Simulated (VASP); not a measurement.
# Ge3Pd (P4/mmm) in VASP: notebook, part 2 of 3

VASP 6.6.1. Earlier steps stand in the parts before.

## Step 4: Relaxation of cell and atoms, PBE

The input, INCAR:

```
SYSTEM = Ge3Pd
PREC = Accurate
ENCUT = 600
EDIFF = 1E-6
ISMEAR = 0
SIGMA = 0.1
LREAL = .False.
LASPH = .True.
NELM = 60
ALGO = Normal
ISIF = 3
LWAVE = .False.
LCHARG = .False.
GGA = PE
IBRION = 2
NSW = 90
EDIFFG = -0.04
```

The input, KPOINTS:

```
regular mesh
0
Gamma
  6 6 4
  0 0 0
```

The input, POSCAR:

```
Ge3Pd
1.0
    3.5824060700      0.0000000000      0.0000000000
    0.0000000000      3.5824060700      0.0000000000
    0.0000000000      0.0000000000      5.6018368200
Ge Pd
3 1
Direct
    0.0000000000      0.0000000000      0.5000000000
    0.5000000000      0.5000000000      0.0000000000
    0.5000000000      0.5000000000      0.5000000000
    0.0000000000      0.0000000000      0.0000000000
```

Potentials or basis: VASP PAW PBE potentials, release 64 (Ge_d, Pd).

On the command line:

```console
$ cat potpaw_PBE.64/Ge_d/POTCAR potpaw_PBE.64/Pd/POTCAR > POTCAR
$ mpirun -np 1 vasp_std > vasp.out
```

OUTCAR:

```text
SYSTEM = Ge3Pd
   PREC = Accurate
   ENCUT = 600
   EDIFF = 1E-6
   ISMEAR = 0
   LREAL = .False.
   LASPH = .True.
   NELM = 60
   ISIF = 3
   GGA = PE
   IBRION = 2
   NSW = 90
   EDIFFG = -0.04

 ion  position               nearest neighbor table
   1  0.000  0.000  0.500-   3 2.53   3 2.53   3 2.53   3 2.53   4 2.80   4 2.80
   2  0.500  0.500  0.000-   4 2.53   4 2.53   4 2.53   4 2.53   3 2.80   3 2.80
   3  0.500  0.500  0.500-   1 2.53   1 2.53   1 2.53   1 2.53   2 2.80   2 2.80
   4  0.000  0.000  0.000-   2 2.53   2 2.53   2 2.53   2 2.53   1 2.80   1 2.80

  LATTYP: Found a simple tetragonal cell.
 ALAT       =     3.5824060700
 C/A-ratio  =     1.5637079411

  Lattice vectors:

 A1 = (   3.5824060700,   0.0000000000,   0.0000000000)
 A2 = (   0.0000000000,   3.5824060700,   0.0000000000)
 A3 = (   0.0000000000,   0.0000000000,   5.6018368200)

[... 338 lines left out ...]
  free energy    TOTEN  =       -18.57380880 eV

  energy without entropy =      -18.55971741  energy(sigma->0) =      -18.56676310

 E-fermi :   6.6425     XC(G=0): -11.3959

 val. band max:        6.6421564766   @ k =   0.5000   0.1667   0.2500
 cond. band min:       6.6553876330   @ k =   0.3333   0.1667   0.0000
 fundamental gap:      0.0132311565
 Fermi energy:         6.6424832816

 k-point     1 :       0.0000    0.0000    0.0000
  band No.  band energies     occupation
      1     -17.9656      2.00000
      2     -17.9116      2.00000
      3     -17.8585      2.00000
      4     -17.8107      2.00000
      5     -17.8107      2.00000
      6     -17.7244      2.00000
[... 805 lines left out ...]
     30      11.3859      0.00000
     31      11.7482      0.00000

 [... further k-points ...]

------------------------ aborting loop because EDIFF is reached ----------------------------------------

  FORCE on cell =-STRESS in cart. coord.  units (eV):
  Direction    XX          YY          ZZ          XY          YZ          ZX
  --------------------------------------------------------------------------------------
  -------------------------------------------------------------------------------------
  Total        0.0668013      0.0668013      0.0434111      0.0000000      0.0000000      0.0000000
  in kB        1.4471811      1.4471811      0.9404567      0.0000000      0.0000000      0.0000000
  external PRESSURE =       1.2782729 kB  Pullay stress =       0.0000000 kB
[... 19 lines left out ...]
  FREE ENERGIE OF THE ION-ELECTRON SYSTEM (eV)
  ---------------------------------------------------
  free  energy   TOTEN  =       -18.5738088041 eV

  energy  without entropy=      -18.5597174053  energy(sigma->0) =      -18.56676310

 reached required accuracy - stopping structural energy minimisation
```

OSZICAR:

```text
N       E                     dE             d eps       ncg     rms          rms(c)
DAV:   1     0.495146197375E+03    0.49515E+03   -0.27646E+04  2214   0.494E+03
DAV:   2     0.629884516036E+02   -0.43216E+03   -0.42181E+03  1860   0.955E+02
DAV:   3    -0.144850648784E+02   -0.77474E+02   -0.76322E+02  2042   0.223E+02
[... 51 lines left out ...]
DAV:   4    -0.185737830372E+02    0.72986E-02   -0.17433E-02  2301   0.178E+00    0.100E-01
DAV:   5    -0.185738503820E+02   -0.67345E-04   -0.31751E-03  2120   0.737E-01    0.679E-02
DAV:   6    -0.185738099298E+02    0.40452E-04   -0.31695E-04  2432   0.337E-01    0.283E-02
DAV:   7    -0.185738088893E+02    0.10405E-05   -0.45661E-05  2427   0.175E-01    0.739E-03
DAV:   8    -0.185738088041E+02    0.85121E-07   -0.52402E-06  2168   0.435E-02
   5 F= -.18573809E+02 E0= -.18566763E+02  d E =-.280598E-01
```

CONTCAR:

```text
Ge3Pd
   1.00000000000000
     3.7189195522186975    0.0000000000000000    0.0000000000000000
     0.0000000000000000    3.7189195522186975    0.0000000000000000
     0.0000000000000000    0.0000000000000000    5.3473523917518442
  Ge              Pd
     3     1
Direct
     0.0000000000000000    0.0000000000000000    0.5000000000000000
     0.5000000000000000    0.5000000000000000    0.0000000000000000
     0.5000000000000000    0.5000000000000000    0.5000000000000000
     0.0000000000000000    0.0000000000000000    0.0000000000000000

  0.00000000E+00  0.00000000E+00  0.00000000E+00
  0.00000000E+00  0.00000000E+00  0.00000000E+00
  0.00000000E+00  0.00000000E+00  0.00000000E+00
  0.00000000E+00  0.00000000E+00  0.00000000E+00
```

Run time: 7.1 min. Hardware: 1 thread of Intel Xeon Platinum 8259CL at 2.50GHz (Skylake/Cascade Lake), shared host; peak memory 0.25 GiB.

What came out:

| Item | Value |
| --- | --- |
| Free energy | -18.5738 eV |
| Relaxed volume | 18.49 Å³/atom |
| Relaxed cell | a = 3.719 Å, b = 3.719 Å, c = 5.347 Å, α = 90.00°, β = 90.00°, γ = 90.00° |
| Space group after relaxing (to 0.1 Å) | P4/mmm (No. 123) |
| Energy gained by relaxing | 44.0 meV/atom |
| Ionic steps | 5 |
| Pressure after relaxing | 0.1 GPa |
| Band gap on the k mesh | zero (bands 26 and 27 overlap by 3.03 eV) |

Step by step:
```csv
step,energy change (eV),largest force (eV/Å),pressure (GPa),volume (Å³)
1,0.0000,0.0000,4.69,71.89
2,-0.1387,0.0000,-3.11,77.39
3,-0.1478,0.0000,-1.83,76.18
4,-0.1743,0.0000,-0.37,74.52
5,-0.1759,0.0000,0.13,73.96
```

Final structure:
```
Ge Pd
1.0
     3.71892    0.00000    0.00000
     0.00000    3.71892    0.00000
     0.00000    0.00000    5.34735
Ge Pd
3 1
Direct
  0.00000 0.00000 0.50000
  0.50000 0.50000 0.00000
  0.50000 0.50000 0.50000
  0.00000 0.00000 0.00000
```

## Step 5: Single point, PBE

This run uses another cell than the first one, of 18.54 Å³/atom.

The input, INCAR:

```
PREC = Accurate
ENCUT = 520
EDIFF = 1E-7
ISMEAR = 0
SIGMA = 0.1
LREAL = False
LASPH = True
NELM = 80
ALGO = Normal
ISIF = 2
LWAVE = False
LCHARG = False
GGA = PE
NBANDS = 34
```

The input, KPOINTS:

```
regular mesh
0
Gamma
  12 12 10
```

The input, POSCAR:

```
Ge3Pd
1.0
    3.7428381288      0.0000000000      0.0000000000
    0.0000000000      3.7428381288      0.0000000000
    0.0000000000      0.0000000000      5.2924285180
Ge Pd
3 1
Direct
    0.0000000000      0.0000000000      0.5000000000
    0.5000000000      0.5000000000      0.0000000000
    0.5000000000      0.5000000000      0.5000000000
    0.0000000000      0.0000000000      0.0000000000
```

Potentials or basis: VASP PAW PBE potentials, release 64 (Ge_d, Pd).

On the command line:

```console
$ cat potpaw_PBE.64/Ge_d/POTCAR potpaw_PBE.64/Pd/POTCAR > POTCAR
$ mpirun -np 1 vasp_std > vasp.out
```

OUTCAR:

```text
PREC = Accurate
   ENCUT = 520
   EDIFF = 1E-7
   ISMEAR = 0
   LREAL = False
   LASPH = True
   NELM = 80
   ISIF = 2
   GGA = PE

 ion  position               nearest neighbor table
   1  0.000  0.000  0.500-   4 2.65   4 2.65   3 2.65   3 2.65   3 2.65   3 2.65
   2  0.500  0.500  0.000-   3 2.65   3 2.65   4 2.65   4 2.65   4 2.65   4 2.65
   3  0.500  0.500  0.500-   2 2.65   2 2.65   1 2.65   1 2.65   1 2.65   1 2.65
   4  0.000  0.000  0.000-   1 2.65   1 2.65   2 2.65   2 2.65   2 2.65   2 2.65

  LATTYP: Found a simple tetragonal cell.
[... 1089 lines left out ...]
  --------------------------------------------------------------------------------------
  -------------------------------------------------------------------------------------
  Total        0.0152798      0.0152798      0.0106845      0.0000000      0.0000000      0.0000000
  in kB        0.3301965      0.3301965      0.2308923      0.0000000      0.0000000      0.0000000
  external PRESSURE =       0.2970951 kB  Pullay stress =       0.0000000 kB

 VOLUME and BASIS-vectors are now :
 -----------------------------------------------------------------------------
  energy-cutoff  :      520.00
  volume of cell :       74.14
      direct lattice vectors                 reciprocal lattice vectors
     3.742838129  0.000000000  0.000000000     0.267176930  0.000000000  0.000000000
     0.000000000  3.742838129  0.000000000     0.000000000  0.267176930  0.000000000
     0.000000000  0.000000000  5.292428518     0.000000000  0.000000000  0.188949175

 POSITION                                       TOTAL-FORCE (eV/Angst)
 -----------------------------------------------------------------------------------
      0.00000      0.00000      2.64621         0.000000      0.000000      0.000000
      1.87142      1.87142      0.00000         0.000000      0.000000      0.000000
      1.87142      1.87142      2.64621         0.000000      0.000000      0.000000
      0.00000      0.00000      0.00000         0.000000      0.000000      0.000000
 -----------------------------------------------------------------------------------
    total drift:                                0.000000      0.000000      0.000000

  FREE ENERGIE OF THE ION-ELECTRON SYSTEM (eV)
  ---------------------------------------------------
  free  energy   TOTEN  =       -18.5789760712 eV

  energy  without entropy=      -18.5714321078  energy(sigma->0) =      -18.57520409
```

OSZICAR:

```text
N       E                     dE             d eps       ncg     rms          rms(c)
DAV:   1     0.453808879601E+03    0.45381E+03   -0.24858E+04 14232   0.410E+03
DAV:   2     0.562895985365E+02   -0.39752E+03   -0.38392E+03 11432   0.800E+02
DAV:   3    -0.151867502536E+02   -0.71476E+02   -0.70284E+02 12486   0.195E+02
DAV:   4    -0.186985994731E+02   -0.35118E+01   -0.34926E+01 13262   0.492E+01
DAV:   5    -0.187822062848E+02   -0.83607E-01   -0.83562E-01 13542   0.810E+00    0.565E+00
DAV:   6    -0.186863766672E+02    0.95830E-01   -0.15546E+00 14170   0.107E+01    0.346E+00
DAV:   7    -0.185865126736E+02    0.99864E-01   -0.37173E-01 14436   0.610E+00    0.191E+00
DAV:   8    -0.185807195193E+02    0.57932E-02   -0.56006E-02 14194   0.311E+00    0.362E-01
DAV:   9    -0.185789373518E+02    0.17822E-02   -0.89814E-03 14310   0.121E+00    0.125E-01
DAV:  10    -0.185789929751E+02   -0.55623E-04   -0.24559E-03 15284   0.812E-01    0.281E-02
DAV:  11    -0.185789808794E+02    0.12096E-04   -0.34790E-04 13980   0.494E-01    0.189E-02
DAV:  12    -0.185789754387E+02    0.54406E-05   -0.73479E-05 16262   0.163E-01    0.734E-03
DAV:  13    -0.185789762964E+02   -0.85764E-06   -0.13067E-05 13554   0.619E-02    0.208E-03
DAV:  14    -0.185789762676E+02    0.28722E-07   -0.20883E-06 13208   0.242E-02    0.107E-03
DAV:  15    -0.185789761571E+02    0.11057E-06   -0.34334E-07 10152   0.102E-02    0.450E-04
DAV:  16    -0.185789760712E+02    0.85871E-07   -0.62770E-08  7204   0.543E-03
   1 F= -.18578976E+02 E0= -.18575204E+02  d E =-.754396E-02
```

stdout:

```text
POSCAR found type information on POSCAR GePd
 POSCAR found :  2 types and       4 ions
 scaLAPACK will be used
 LDA part: xc-table for (Slater+PW92), standard interpolation
 POSCAR, INCAR and KPOINTS ok, starting setup
 FFT: planning ... GRIDC
 FFT: planning ... GRID_SOFT
 FFT: planning ... GRID
 WAVECAR not read
 entering main loop
```

Run time: 8.7 min. Hardware: 1 thread of Intel Xeon Platinum 8259CL at 2.50GHz (Skylake/Cascade Lake), shared host; peak memory 0.44 GiB.

Results:

* Free energy: -18.5790 eV
* Pressure: 0.0 GPa
* Band gap on the k mesh: zero (bands 26 and 27 overlap by 3.08 eV)

(Continued in part 3 of 3.)

The gap in the log of VASP goes by the Fermi energy; the results here count the filled bands.